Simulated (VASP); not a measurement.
# Ir (P6_3/mmc) in VASP: a series of runs

Runs on Ir. Level: PBE. Tasks: single point.

All numbers are computed with VASP 6.6.1; they aren't measurements. Logs are shortened: lines on timing, memory, paths and dates and some standing lists are left out, and cuts for length are marked.

## (1) The cell of the first run

Symmetry: P6_3/mmc, No. 194, hexagonal system. The conventional cell has a = 2.823 Å, b = 2.823 Å, c = 4.578 Å, α = 90.00°, β = 90.00°, γ = 120.00°. Within 3.7 Å of Ir (site symmetry -6m2) lie 12 Ir at 2.81 to 2.82 Å.

## (2) Single point, PBE

Input file INCAR:

```
SYSTEM = Ir
ALGO     = Normal         ! electronic algorithm
EDIFF    = 1E-6           ! SCF threshold, eV
ENCUT    = 520            ! plane-wave cutoff, eV
GGA      = PE             ! functional
ISIF     = 2              ! what is computed and relaxed
ISMEAR   = -1             ! smearing method
LASPH    = .True.         ! aspherical terms in the spheres
LCHARG   = .True.         ! write CHGCAR
LELF     = .True.         ! ELF
LREAL    = .False.        ! projectors in reciprocal space
LVHAR    = .True.       
LWAVE    = .False.        ! write WAVECAR
NBANDS   = 16             ! bands
NELM     = 60             ! most SCF steps
PREC     = Accurate       ! precision mode
SIGMA    = 0.3            ! smearing width, eV
```

Input file KPOINTS:

```
k-points
0
Gamma
  10 10 5
  0 0 0
```

Input file POSCAR:

```
Ir
1.0
    2.8228741201      0.0000000000      0.0000000000
   -1.4114370601      2.4446804500      0.0000000000
    0.0000000000      0.0000000000      4.5782451403
Ir
2
Direct
    0.6666666667      0.3333333333      0.7500000000
    0.3333333333      0.6666666667      0.2500000000
```

Potentials or basis: VASP PAW PBE potentials, release 64 (Ir).

Command:

```console
cat potpaw_PBE.64/Ir/POTCAR > POTCAR
mpirun -np 1 vasp_std > vasp.out
```

OUTCAR:

```text
SYSTEM = Ir
   EDIFF = 1E-6
   ENCUT = 520
   GGA = PE
   ISIF = 2
   ISMEAR = -1
   LASPH = .True.
   LREAL = .False.
   NELM = 60
   PREC = Accurate

 ion  position               nearest neighbor table
   1  0.667  0.333  0.750-   2 2.81   2 2.81   2 2.81   2 2.81   2 2.81   2 2.81
   2  0.333  0.667  0.250-   1 2.81   1 2.81   1 2.81   1 2.81   1 2.81   1 2.81

  LATTYP: Found a hexagonal cell.
 ALAT       =     2.8228741201
 C/A-ratio  =     1.6218382207

  Lattice vectors:

 A1 = (   2.8228741201,   0.0000000000,   0.0000000000)
 A2 = (  -1.4114370601,   2.4446804500,   0.0000000000)
 A3 = (   0.0000000000,   0.0000000000,   4.5782451403)

Analysis of symmetry for initial positions (statically):
=====================================================================
 Subroutine PRICEL returns:
 Original cell was already a primitive cell.

 Routine SETGRP: Setting up the symmetry group for a
 hexagonal supercell.

 Subroutine GETGRP returns: Found 24 space group operations
 (whereof 12 operations were pure point group operations)
 out of a pool of 24 trial point group operations.

The static configuration has the point symmetry D_3d.
 The point group associated with its full space group is D_6h.

Analysis of symmetry for dynamics (positions and initial velocities):
=====================================================================
 Subroutine PRICEL returns:
 Original cell was already a primitive cell.

 Routine SETGRP: Setting up the symmetry group for a
 hexagonal supercell.

 Subroutine GETGRP returns: Found 24 space group operations
 (whereof 12 operations were pure point group operations)
 out of a pool of 24 trial point group operations.

The dynamic configuration has the point symmetry D_3d.
 The point group associated with its full space group is D_6h.

 Subroutine INISYM returns: Found 24 space group operations
 (whereof 12 operations are pure point group operations),
 and found     1 'primitive' translations

----------------------------------------------------------------------------------------

                                     Primitive cell

  volume of cell :      31.5946

  direct lattice vectors                    reciprocal lattice vectors
     2.822874120  0.000000000  0.000000000     0.354248882  0.204525708  0.000000000
    -1.411437060  2.444680450  0.000000000     0.000000000  0.409051416  0.000000000
[... 78 lines left out ...]
   ICHARG =      2    charge: 1-file 2-atom 10-const
   ISPIN  =      1    spin polarized calculation?
   LNONCOLLINEAR =      F non collinear calculations
   LSORBIT =      F    spin-orbit coupling
   LASPH  =      T    aspherical Exc in radial PAW
   ENCUT  =  520.0 eV  38.22 Ry    6.18 a.u.   5.25  5.25  8.51*2*pi/ulx,y,z
   NELM   =     60;   NELMIN=  2; NELMDL= -5     # of ELM steps
   EDIFF  = 0.1E-05   stopping-criterion for ELM
   LREAL  =      F    real-space projection
   EDIFFG = 0.1E-04   stopping-criterion for IOM
   NSW    =      0    number of steps for IOM
   IBRION =     -1    ionic relax: 0-MD 1-quasi-New 2-CG
   NFREE  =      0    steps in history (QN), initial steepest desc. (CG)
   ISIF   =      2    stress and relaxation
   ISYM   =      2    0-nonsym 1-usesym 2-fastsym
   POTIM  = 0.5000    time-step for ionic-motion
   TEBEG  =    0.0;   TEEND  =   0.0 temperature during run
   PSTRESS=    0.0 pullay stress
   NELECT =      18.0000    total number of electrons
   NUPDOWN=      -1.0000    fix difference up-down
   EMIN   =  10.00;   EMAX   =-10.00  energy-range for DOS
   EFERMI =   0.00;   METHOD = LEGACY
   ISMEAR =    -1;   SIGMA  =   0.30  broadening in eV -4-tet -1-fermi 0-gaus
   EFERMI_NEDOS =   21; number of points for ismear=-14 and -15
   IALGO  =     38    algorithm
   IMIX   =      4    mixing-type and parameters
     AMIX     =   0.40;   BMIX     =  1.00
     AMIX_MAG =   1.60;   BMIX_MAG =  1.00
  volume/ion in A,a.u.               =      15.80       106.61
  Fermi-wavevector in a.u.,A,eV,Ry     =   1.357151  2.564643 25.060004  1.841858
  Thomas-Fermi vector in A             =   2.484094
   LORBIT       =      0    0 simple, 1 ext, 2 COOP (PROOUT), +10 PAW based schemes
   GGA     = PE    functional components
   LHFCALC =     F    Hartree Fock is set to
   AEXX    =    0.0000 exact exchange contribution
   IVDW    =     0    specifies the selected vdW correction
   LEPSILON=     F    determine dielectric tensor
   LRPA    =     F    only Hartree local field effects (RPA)
 non-spin polarized calculation
  energy-cutoff  :      520.00
  volume of cell :       31.59
 maximum number of plane-waves:       864
 NGX is ok and might be reduce to    24
   NGX = 11   NGY = 11   NGZ = 17

 number of electron      18.0000003 magnetization

 Free energy of the ion-electron system (eV)
  ---------------------------------------------------
  ext. energy  EPLUGINS =         0.00000000
  ---------------------------------------------------
  free energy    TOTEN  =       -17.77556462 eV

  energy without entropy =      -17.00111322  energy(sigma->0) =      -17.38833892

 E-fermi :   8.6383     XC(G=0): -13.3351

 val. band max:        8.6072438186   @ k =   0.3000   0.1000   0.2000
 cond. band min:       8.6657589011   @ k =   0.3000   0.1000   0.4000
 fundamental gap:      0.0585150825
 Fermi energy:         8.6382816848

 k-point     1 :       0.0000    0.0000    0.0000
  band No.  band energies     occupation
      1      -1.3777      2.00000
      2       1.6240      2.00000
      3       5.3740      1.99996
      4       5.4649      1.99995
      5       5.4649      1.99995
      6       6.0117      1.99968
[... 433 lines left out ...]
      3       3.6292      2.00000
      4       4.1082      2.00000
      5       5.2152      1.99998
      6       6.3560      1.99901
[... 8 lines left out ...]
     15      19.4427      0.00000
     16      21.8764      0.00000

 [... further k-points ...]
[... 5 lines left out ...]
  --------------------------------------------------------------------------------------
  -------------------------------------------------------------------------------------
  Total       -3.7437214     -3.7437207     -3.8566810      0.0000000     -0.0000000     -0.0000000
  in kB     -189.8460017   -189.8459629   -195.5742384      0.0000000     -0.0000000     -0.0000000
  external PRESSURE =    -191.7554010 kB  Pullay stress =       0.0000000 kB

 VOLUME and BASIS-vectors are now :
 -----------------------------------------------------------------------------
  energy-cutoff  :      520.00
  volume of cell :       31.59
      direct lattice vectors                 reciprocal lattice vectors
     2.822874120  0.000000000  0.000000000     0.354248882  0.204525708  0.000000000
    -1.411437060  2.444680450  0.000000000     0.000000000  0.409051416  0.000000000
     0.000000000  0.000000000  4.578245140     0.000000000  0.000000000  0.218424302

 POSITION                                       TOTAL-FORCE (eV/Angst)
 -----------------------------------------------------------------------------------
      1.41144      0.81489      3.43368        -0.000000      0.000000      0.000000
     -0.00000      1.62979      1.14456         0.000000      0.000000      0.000000
 -----------------------------------------------------------------------------------
    total drift:                               -0.000000      0.000000     -0.000000

  FREE ENERGIE OF THE ION-ELECTRON SYSTEM (eV)
  ---------------------------------------------------
  free  energy   TOTEN  =       -17.7755646154 eV

  energy  without entropy=      -17.0011132226  energy(sigma->0) =      -17.38833892
```

stdout:

```text
POSCAR found type information on POSCAR Ir
 POSCAR found :  1 types and       2 ions
 scaLAPACK will be used
 LDA part: xc-table for (Slater+PW92), standard interpolation
 POSCAR, INCAR and KPOINTS ok, starting setup
 FFT: planning ... GRIDC
 FFT: planning ... GRID_SOFT
 FFT: planning ... GRID
 WAVECAR not read
 entering main loop
```

It took 34 s on 1 thread of Intel Xeon 6975P-C, shared host; peak memory 0.16 GiB.

What came out:

```
Free energy            : -17.7756 eV
Pressure               : -19.2 GPa
Band gap on the k mesh : zero (band 9 reaches 9.49 eV, above the bottom of band 10 at 6.86 eV)
```

Levels at points of the mesh, in eV from the Fermi level:
| k point | band 7 | band 8 | band 9 | band 10 | band 11 | band 12 |
| --- | --- | --- | --- | --- | --- | --- |
| (0.00, 0.00, 0.00) | -2.63 | -1.94 | -1.94 | -0.45 | 0.30 | 0.30 |
| (0.50, 0.00, 0.00) | -2.47 | 0.64 | 0.86 | 0.98 | 2.63 | 3.94 |

Caveat: spin-orbit coupling is left out, which moves the levels of the heavy elements.

## (3) Single point, PBE

This run uses another cell than the first one, of 16.38 Å³/atom, 1.037 times its volume.

Input file INCAR:

```
PREC     = Accurate       # precision mode
ENCUT    = 520            # plane-wave cutoff, eV
EDIFF    = 1E-7           # SCF threshold, eV
ISMEAR   = -1             # smearing method
SIGMA    = 0.3            # smearing width, eV
LREAL    = F              # projectors in reciprocal space
LASPH    = T              # aspherical terms in the spheres
NELM     = 60             # most SCF steps
ALGO     = Normal         # electronic algorithm
ISIF     = 2              # what is computed and relaxed
LWAVE    = F              # write WAVECAR
LCHARG   = F              # write CHGCAR
GGA      = PE             # functional
NBANDS   = 16             # bands
```

Input file KPOINTS:

```
Automatic mesh
0
Gamma
  10 10 5
```

Input file POSCAR:

```
Ir
1.0
    2.8573028074      0.0000000000      0.0000000000
   -1.4286514037      2.4744965647      0.0000000000
    0.0000000000      0.0000000000      4.6340829011
Ir
2
Direct
    0.6666666667      0.3333333333      0.7500000000
    0.3333333333      0.6666666667      0.2500000000
```

Potentials or basis: VASP PAW PBE potentials, release 64 (Ir).

Command:

```console
cat potpaw_PBE.64/Ir/POTCAR > POTCAR
mpirun -np 1 vasp_std > vasp.out
```

It took 31 s on 1 thread of Intel Xeon 6975P-C, shared host; peak memory 0.16 GiB.

The run converged. Its results:

- Free energy: -17.6085 eV
- Pressure: -26.4 GPa
- Band gap on the k mesh: zero (band 9 reaches 8.88 eV, above the bottom of band 10 at 6.41 eV)

Stress tensor (GPa, compression positive):
```
-26.12   0.00   0.00
  0.00 -26.12   0.00
  0.00   0.00 -26.93
```

Levels at points of the mesh, in eV from the Fermi level:
```
           k point  band 7  band 8  band 9  band 10  band 11  band 12
(0.00, 0.00, 0.00)   -2.47   -1.83   -1.83    -0.34     0.29     0.29
(0.50, 0.00, 0.00)   -2.32    0.60    0.80     0.92     2.52     3.78
```

Caveat: spin-orbit coupling is left out, which moves the levels of the heavy elements.
